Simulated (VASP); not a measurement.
# Zn3SnO (Pm-3m) in VASP: notebook

The runs below take Zn3SnO through single point, relaxation of cell and atoms, with PBE.

All numbers are computed with VASP 6.6.1; they aren't measurements. Logs are shortened: lines on timing, memory, paths and dates and some standing lists are left out, and cuts for length are marked.

### 1 The cell of the first run

The structure is cubic, space group Pm-3m (No. 221). The conventional cell has a = 5.087 Å, b = 5.087 Å, c = 5.087 Å, α = 90.00°, β = 90.00°, γ = 90.00°. Within 3.4 Å of Zn (site symmetry 4/mmm) lie 2 Sn at 2.54 Å. Within 3.4 Å of Sn (site symmetry m-3m) lie 6 Zn at 2.54 Å. O (site symmetry m-3m) has 12 Zn at 3.60 Å and 8 Sn at 4.41 Å within 4.7 Å.

The cell was built from a structure type or drawn by symmetry, and may not be a known phase.

### 2 Single point, PBE

File INCAR:

```
  PREC = Accurate
  ENCUT = 520
  EDIFF = 1E-6
  ISMEAR = 0
  SIGMA = 0.1
  LREAL = False
  LASPH = True
  NELM = 100
  ALGO = Normal
  ISIF = 2
  LWAVE = False
  LCHARG = False
  GGA = PE
  NBANDS = 36
```

File KPOINTS:

```
regular mesh
0
Gamma
  4 4 4
```

File POSCAR:

```
Zn3SnO
1.0
    5.0872065693      0.0000000000      0.0000000000
    0.0000000000      5.0872065693      0.0000000000
    0.0000000000      0.0000000000      5.0872065693
Zn Sn O
3 1 1
Direct
    0.0000000000      0.5000000000      0.5000000000
    0.5000000000      0.0000000000      0.5000000000
    0.5000000000      0.5000000000      0.0000000000
    0.5000000000      0.5000000000      0.5000000000
    0.0000000000      0.0000000000      0.0000000000
```

Potentials or basis: VASP PAW PBE potentials, release 64 (Zn, Sn_d, O).

On the command line:

```bash
$ cat potpaw_PBE.64/Zn/POTCAR potpaw_PBE.64/Sn_d/POTCAR potpaw_PBE.64/O/POTCAR > POTCAR
$ mpirun -np 1 vasp_std > vasp.out
```

OUTCAR:

```text
PREC = Accurate
   ENCUT = 520
   EDIFF = 1E-6
   ISMEAR = 0
   LREAL = False
   LASPH = True
   NELM = 100
   ISIF = 2
   GGA = PE

 ion  position               nearest neighbor table
   1  0.000  0.500  0.500-   4 2.54   4 2.54
   2  0.500  0.000  0.500-   4 2.54   4 2.54
   3  0.500  0.500  0.000-   4 2.54   4 2.54
   4  0.500  0.500  0.500-   1 2.54   2 2.54   3 2.54   3 2.54   2 2.54   1 2.54
   5  0.000  0.000  0.000-

  LATTYP: Found a simple cubic cell.
 ALAT       =     5.0872065693

  Lattice vectors:

 A1 = (   5.0872065693,   0.0000000000,   0.0000000000)
 A2 = (   0.0000000000,   5.0872065693,   0.0000000000)
 A3 = (   0.0000000000,   0.0000000000,   5.0872065693)

Analysis of symmetry for initial positions (statically):
=====================================================================
 Subroutine PRICEL returns:
 Original cell was already a primitive cell.

 Routine SETGRP: Setting up the symmetry group for a
 simple cubic supercell.

 Subroutine GETGRP returns: Found 48 space group operations
 (whereof 48 operations were pure point group operations)
 out of a pool of 48 trial point group operations.

The static configuration has the point symmetry O_h .

Analysis of symmetry for dynamics (positions and initial velocities):
=====================================================================
 Subroutine PRICEL returns:
 Original cell was already a primitive cell.

 Routine SETGRP: Setting up the symmetry group for a
 simple cubic supercell.

 Subroutine GETGRP returns: Found 48 space group operations
 (whereof 48 operations were pure point group operations)
 out of a pool of 48 trial point group operations.

The dynamic configuration has the point symmetry O_h .

 Subroutine INISYM returns: Found 48 space group operations
 (whereof 48 operations are pure point group operations),
 and found     1 'primitive' translations

----------------------------------------------------------------------------------------

                                     Primitive cell

  volume of cell :     131.6552

  direct lattice vectors                    reciprocal lattice vectors
     5.087206569  0.000000000  0.000000000     0.196571534  0.000000000  0.000000000
     0.000000000  5.087206569  0.000000000     0.000000000  0.196571534  0.000000000
[... 74 lines left out ...]
   ENCUT  =  520.0 eV  38.22 Ry    6.18 a.u.   9.46  9.46  9.46*2*pi/ulx,y,z
   NELM   =    100;   NELMIN=  2; NELMDL= -5     # of ELM steps
   EDIFF  = 0.1E-05   stopping-criterion for ELM
   LREAL  =      F    real-space projection
   EDIFFG = 0.1E-04   stopping-criterion for IOM
   NSW    =      0    number of steps for IOM
   IBRION =     -1    ionic relax: 0-MD 1-quasi-New 2-CG
   NFREE  =      0    steps in history (QN), initial steepest desc. (CG)
   ISIF   =      2    stress and relaxation
   ISYM   =      2    0-nonsym 1-usesym 2-fastsym
   POTIM  = 0.5000    time-step for ionic-motion
   TEBEG  =    0.0;   TEEND  =   0.0 temperature during run
   PSTRESS=    0.0 pullay stress
   NELECT =      56.0000    total number of electrons
   NUPDOWN=      -1.0000    fix difference up-down
   EMIN   =  10.00;   EMAX   =-10.00  energy-range for DOS
   EFERMI =   0.00;   METHOD = LEGACY
   ISMEAR =     0;   SIGMA  =   0.10  broadening in eV -4-tet -1-fermi 0-gaus
   EFERMI_NEDOS =   21; number of points for ismear=-14 and -15
   IALGO  =     38    algorithm
   IMIX   =      4    mixing-type and parameters
     AMIX     =   0.40;   BMIX     =  1.00
     AMIX_MAG =   1.60;   BMIX_MAG =  1.00
  volume/ion in A,a.u.               =      26.33       177.69
  Fermi-wavevector in a.u.,A,eV,Ry     =   1.231189  2.326610 20.624077  1.515827
  Thomas-Fermi vector in A             =   2.366008
   LORBIT       =      0    0 simple, 1 ext, 2 COOP (PROOUT), +10 PAW based schemes
   GGA     = PE    functional components
   LHFCALC =     F    Hartree Fock is set to
   AEXX    =    0.0000 exact exchange contribution
   IVDW    =     0    specifies the selected vdW correction
   LEPSILON=     F    determine dielectric tensor
   LRPA    =     F    only Hartree local field effects (RPA)
 non-spin polarized calculation
 Gauss-broadening in eV      SIGMA  =   0.10
  energy-cutoff  :      520.00
  volume of cell :      131.66
 maximum number of plane-waves:      3575
 NGX is ok and might be reduce to    40
   NGX = 19   NGY = 19   NGZ = 19

 number of electron      56.0000025 magnetization

 Free energy of the ion-electron system (eV)
  ---------------------------------------------------
  ext. energy  EPLUGINS =         0.00000000
  ---------------------------------------------------
  free energy    TOTEN  =        -8.44140620 eV

  energy without entropy =       -8.40263423  energy(sigma->0) =       -8.42202021

 E-fermi :   0.4777     XC(G=0):  -8.4648

 val. band max:        0.4383127375   @ k =   0.2500   0.2500   0.0000
 cond. band min:       0.4833177822   @ k =   0.0000   0.0000   0.0000
 fundamental gap:      0.0450050447
 Fermi energy:         0.4776838564

 k-point     1 :       0.0000    0.0000    0.0000
  band No.  band energies     occupation
      1     -20.7321      2.00000
      2     -20.7321      2.00000
      3     -20.6149      2.00000
      4     -20.6149      2.00000
      5     -20.6149      2.00000
      6     -14.1923      2.00000
[... 379 lines left out ...]
     35       7.7530      0.00000
     36       7.7530      0.00000

------------------------ aborting loop because EDIFF is reached ----------------------------------------

  FORCE on cell =-STRESS in cart. coord.  units (eV):
  Direction    XX          YY          ZZ          XY          YZ          ZX
  --------------------------------------------------------------------------------------
  -------------------------------------------------------------------------------------
  Total        0.1195777      0.1195777      0.1195777     -0.0000000     -0.0000000      0.0000000
  in kB        1.4552003      1.4552003      1.4552003     -0.0000000     -0.0000000      0.0000000
  external PRESSURE =       1.4552003 kB  Pullay stress =       0.0000000 kB

 VOLUME and BASIS-vectors are now :
 -----------------------------------------------------------------------------
  energy-cutoff  :      520.00
  volume of cell :      131.66
      direct lattice vectors                 reciprocal lattice vectors
     5.087206569  0.000000000  0.000000000     0.196571534  0.000000000  0.000000000
     0.000000000  5.087206569  0.000000000     0.000000000  0.196571534  0.000000000
     0.000000000  0.000000000  5.087206569     0.000000000  0.000000000  0.196571534

 POSITION                                       TOTAL-FORCE (eV/Angst)
 -----------------------------------------------------------------------------------
      0.00000      2.54360      2.54360         0.000000      0.000000      0.000000
      2.54360      0.00000      2.54360         0.000000      0.000000      0.000000
      2.54360      2.54360      0.00000         0.000000      0.000000      0.000000
      2.54360      2.54360      2.54360         0.000000      0.000000      0.000000
      0.00000      0.00000      0.00000         0.000000      0.000000      0.000000
 -----------------------------------------------------------------------------------
    total drift:                               -0.000000      0.000000     -0.000000

  FREE ENERGIE OF THE ION-ELECTRON SYSTEM (eV)
  ---------------------------------------------------
  free  energy   TOTEN  =        -8.4414061990 eV

  energy  without entropy=       -8.4026342305  energy(sigma->0) =       -8.42202021
```

It took 56 s on 1 thread of Intel Xeon 8259CL, shared host; peak memory 0.26 GiB.

Results:

```yaml
Free_energy: -8.4414 eV
Pressure: 0.1 GPa
Band_gap_on_the_k_mesh: zero (bands 28 and 29 overlap by 0.23 eV)
```

Levels at points of the mesh, in eV from the Fermi level:
```tsv
k point	band 25	band 26	band 27	band 28	band 29	band 30	band 31	band 32
(0.00, 0.00, 0.00)	-1.98	-0.83	-0.83	0.01	0.01	0.01	1.29	5.51
(0.50, 0.00, 0.00)	-1.45	-0.64	-0.63	-0.22	-0.22	1.31	3.92	3.92
(0.50, 0.50, 0.00)	-1.01	-0.12	-0.05	-0.05	0.08	0.98	3.71	3.71
(0.50, 0.50, 0.50)	-3.62	-0.79	-0.79	-0.79	2.14	2.14	2.14	6.45
```

Caveat: semilocal functionals underestimate gaps, so a narrow gap can read as zero; spin-orbit coupling is left out, which moves the levels of the heavy elements.

### 3 Relaxation of cell and atoms, PBE

This run uses another cell than the first one, of 13.68 Å³/atom.

File INCAR:

```
PREC     = Accurate       # precision mode
ENCUT    = 600            # plane-wave cutoff, eV
EDIFF    = 1E-7           # SCF threshold, eV
ISMEAR   = 0              # smearing method
SIGMA    = 0.1            # smearing width, eV
LREAL    = F              # projectors in reciprocal space
LASPH    = T              # aspherical terms in the spheres
NELM     = 100            # most SCF steps
ALGO     = Normal         # electronic algorithm
ISIF     = 3              # what is computed and relaxed
LWAVE    = F              # write WAVECAR
LCHARG   = F              # write CHGCAR
GGA      = PE             # functional
IBRION   = 2              # ionic algorithm
NSW      = 90             # ionic steps
EDIFFG   = -0.04          # ionic threshold
```

KPOINTS is that of step 2.

Changes to POSCAR since step 2:

```diff
@@ -2,5 +2,5 @@
 1.0
-    5.0872065693      0.0000000000      0.0000000000
-    0.0000000000      5.0872065693      0.0000000000
-    0.0000000000      0.0000000000      5.0872065693
+    4.0899745100      0.0000000000      0.0000000000
+    0.0000000000      4.0899745100      0.0000000000
+    0.0000000000      0.0000000000      4.0899745100
 Zn Sn O
```

Potentials or basis: VASP PAW PBE potentials, release 64 (Zn, Sn_d, O).

On the command line:

```bash
$ cat potpaw_PBE.64/Zn/POTCAR potpaw_PBE.64/Sn_d/POTCAR potpaw_PBE.64/O/POTCAR > POTCAR
$ mpirun -np 1 vasp_std > vasp.out
```

OUTCAR:

```text
PREC = Accurate
   ENCUT = 600
   EDIFF = 1E-7
   ISMEAR = 0
   LREAL = F
   LASPH = T
   NELM = 100
   ISIF = 3
   GGA = PE
   IBRION = 2
   NSW = 90
   EDIFFG = -0.04

 ion  position               nearest neighbor table
   1  0.000  0.500  0.500-   4 2.04   4 2.04   2 2.89   3 2.89   2 2.89   2 2.89   3 2.89   3 2.89
                             3 2.89   2 2.89
   2  0.500  0.000  0.500-   4 2.04   4 2.04   1 2.89   3 2.89   1 2.89   3 2.89   3 2.89   3 2.89
                             1 2.89   1 2.89
   3  0.500  0.500  0.000-   4 2.04   4 2.04   1 2.89   1 2.89   2 2.89   2 2.89   2 2.89   2 2.89
                             1 2.89   1 2.89
   4  0.500  0.500  0.500-   1 2.04   2 2.04   3 2.04   3 2.04   2 2.04   1 2.04
   5  0.000  0.000  0.000-

  LATTYP: Found a simple cubic cell.
 ALAT       =     4.0899745100
[... 165 lines left out ...]

 number of electron      55.9999950 magnetization

 Free energy of the ion-electron system (eV)
  ---------------------------------------------------
  ext. energy  EPLUGINS =         0.00000000
  ---------------------------------------------------
  free energy    TOTEN  =         1.13132359 eV

  energy without entropy =        1.14132834  energy(sigma->0) =        1.13632597

 E-fermi :   5.3792     XC(G=0): -11.6782

 val. band max:        5.3368312948   @ k =   0.5000   0.5000   0.0000
 cond. band min:       6.2704989325   @ k =   0.0000   0.0000   0.0000
 fundamental gap:      0.9336676377
 Fermi energy:         5.3791953553
[... 880 lines left out ...]
--------------------------------------- Ionic step        5  -------------------------------------------

 number of electron      55.9999958 magnetization

 Free energy of the ion-electron system (eV)
  ---------------------------------------------------
  ext. energy  EPLUGINS =         0.00000000
  ---------------------------------------------------
  free energy    TOTEN  =        -8.28596132 eV

  energy without entropy =       -8.25129379  energy(sigma->0) =       -8.26862755

 E-fermi :   0.6761     XC(G=0):  -8.6193

 val. band max:        0.6382811813   @ k =   0.2500   0.2500   0.0000
 cond. band min:       0.6814579231   @ k =   0.0000   0.0000   0.0000
 fundamental gap:      0.0431767419
 Fermi energy:         0.6761184796
[... 390 lines left out ...]
  FREE ENERGIE OF THE ION-ELECTRON SYSTEM (eV)
  ---------------------------------------------------
  free  energy   TOTEN  =        -8.2859613164 eV

  energy  without entropy=       -8.2512937876  energy(sigma->0) =       -8.26862755

 reached required accuracy - stopping structural energy minimisation
```

It took 6.2 min on 1 thread of Intel Xeon 8259CL, shared host; peak memory 0.22 GiB.

Results:

| Item | Value |
| --- | --- |
| Free energy | -8.2860 eV |
| Relaxed volume | 25.43 Å³/atom |
| Relaxed cell | a = 5.029 Å, b = 5.029 Å, c = 5.029 Å, α = 90.00°, β = 90.00°, γ = 90.00° |
| Space group after relaxing (to 0.1 Å) | Pm-3m (No. 221) |
| Energy gained by relaxing | 1883.5 meV/atom |
| Ionic steps | 5 |
| Pressure after relaxing | 0.0 GPa |
| Band gap on the k mesh | zero (bands 28 and 29 overlap by 0.24 eV) |

Step by step:
```csv
step,energy change (eV),largest force (eV/Å),pressure (GPa),volume (Å³)
1,0.0000,0.0000,92.94,68.42
2,-7.9324,0.0000,-7.03,180.95
3,-9.3909,0.0000,1.69,121.86
4,-9.4131,0.0000,-0.61,129.20
5,-9.4173,0.0000,-0.04,127.15
```

Final structure:
```
Zn Sn O
1.0
     5.02852    0.00000    0.00000
     0.00000    5.02852    0.00000
     0.00000    0.00000    5.02852
Zn Sn O
3 1 1
Direct
  0.00000 0.50000 0.50000
  0.50000 0.00000 0.50000
  0.50000 0.50000 0.00000
  0.50000 0.50000 0.50000
  0.00000 0.00000 0.00000
```

Caveat: the k points lie up to 0.31 Å⁻¹ apart in the final cell; the volume moved by over 15 % at a fixed basis, so the end points are rough; semilocal functionals underestimate gaps, so a narrow gap can read as zero; spin-orbit coupling is left out, which moves the levels of the heavy elements.

### 4 Single point, PBE

File INCAR:

```
ALGO = Normal
EDIFF = 1E-6
ENCUT = 520
GGA = PE
ISIF = 2
ISMEAR = 0
LASPH = True
LCHARG = False
LREAL = False
LWAVE = False
NBANDS = 36
NELM = 100
PREC = Accurate
SIGMA = 0.1
```

File KPOINTS:

```
k-points
0
Gamma
  8 8 8
```

Changes to POSCAR since step 3:

```diff
@@ -2,5 +2,5 @@
 1.0
-    4.0899745100      0.0000000000      0.0000000000
-    0.0000000000      4.0899745100      0.0000000000
-    0.0000000000      0.0000000000      4.0899745100
+    5.0848526923      0.0000000000      0.0000000000
+    0.0000000000      5.0848526923      0.0000000000
+    0.0000000000      0.0000000000      5.0848526923
 Zn Sn O
```

On the command line:

```bash
$ cat potpaw_PBE.64/Zn/POTCAR potpaw_PBE.64/Sn_d/POTCAR potpaw_PBE.64/O/POTCAR > POTCAR
$ mpirun -np 1 vasp_std > vasp.out
```

Run time: 4.2 min. Hardware: 1 thread of Intel Xeon 8259CL, shared host; peak memory 0.33 GiB.

The run converged. Its results:

```
Free energy            : -8.3680 eV
Pressure               : 0.0 GPa
Band gap on the k mesh : zero (bands 28 and 29 overlap by 0.21 eV)
```

Levels at points of the mesh, in eV from the Fermi level:
```tsv
k point	band 26	band 27	band 28	band 29	band 30	band 31
(0.00, 0.00, 0.00)	-1.03	-1.03	0.00	0.00	0.00	1.09
(0.50, 0.00, 0.00)	-0.83	-0.70	-0.21	-0.21	1.19	3.76
(0.50, 0.50, 0.00)	-0.13	-0.10	-0.05	-0.05	0.81	3.53
(0.50, 0.50, 0.50)	-0.83	-0.83	-0.83	2.04	2.04	2.04
```

Caveat: semilocal functionals underestimate gaps, so a narrow gap can read as zero; spin-orbit coupling is left out, which moves the levels of the heavy elements.

### 5 Summary

| task | cell | k mesh | cutoff (eV) | gap on the mesh (eV) | pressure (GPa) |
| --- | --- | --- | --- | --- | --- |
| single point | a = 5.087 Å, 5 atoms | 4 × 4 × 4 | 520 | none | 0.1 |
| relaxation of cell and atoms | relaxed from a = 4.090 Å, 5 atoms | 4 × 4 × 4 | 600 | none | 0.0 |
| single point | a = 5.085 Å, 5 atoms | 8 × 8 × 8 | 520 | none | 0.0 |

Alike in all rows: level PBE; potentials or basis VASP PAW PBE potentials, release 64 (Zn, Sn_d, O); no spin polarisation; smearing gaussian 0.1 eV.

Caveats: some runs use coarse meshes; semilocal functionals underestimate gaps, so a narrow gap can read as zero; spin-orbit coupling is left out, which moves the levels of the heavy elements; the volume moved by over 15 % at a fixed basis, so the end points are rough (at least some runs).

Absolute energies hang on the potentials; compare differences alone.
